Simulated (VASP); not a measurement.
Runs of VASP 6.6.1 on TaPtSe4. The structure is that of space group F-43m (No. 216), or close to it. The cells are those of the table. 

```csv
task,cell,k mesh,cutoff (eV),gap on the mesh (eV),pressure (GPa),relaxed volume (Å³/atom),largest force (eV/Å)
relaxation of cell and atoms,"relaxed from a = 5.718 Å, angles 60.0°, 6 atoms",4 × 4 × 4,600,none,0.0,19.41,0.01
single point,"a = 5.471 Å, angles 60.0°, 6 atoms",8 × 8 × 8,520,none,0.0,-,-
single point,"a = 5.718 Å, angles 60.0°, 6 atoms",4 × 4 × 4,520,none,-8.7,-,0.20
relaxation of cell and atoms,"relaxed from a = 5.482 Å, angles 60.0°, 6 atoms",8 × 8 × 8,600,none,0.0,(a),-
single point,"a = 5.482 Å, angles 60.0°, 6 atoms",4 × 4 × 4,520,none,0.0,-,-
```

Alike in all rows: level PBE; potentials or basis VASP PAW PBE potentials, release 64 (Ta_pv, Pt, Se); no spin polarisation; smearing gaussian 0.1 eV.

Q: Fill in the values left out.

A: (a) 19.31.

Caveats: spin-orbit coupling is left out, which moves the levels of the heavy elements.

A k mesh can miss the band edges, and the runs leave out spin-orbit coupling on Pt, Se, Ta.

A gap of «none» marks levels without a gap at the run's occupations.
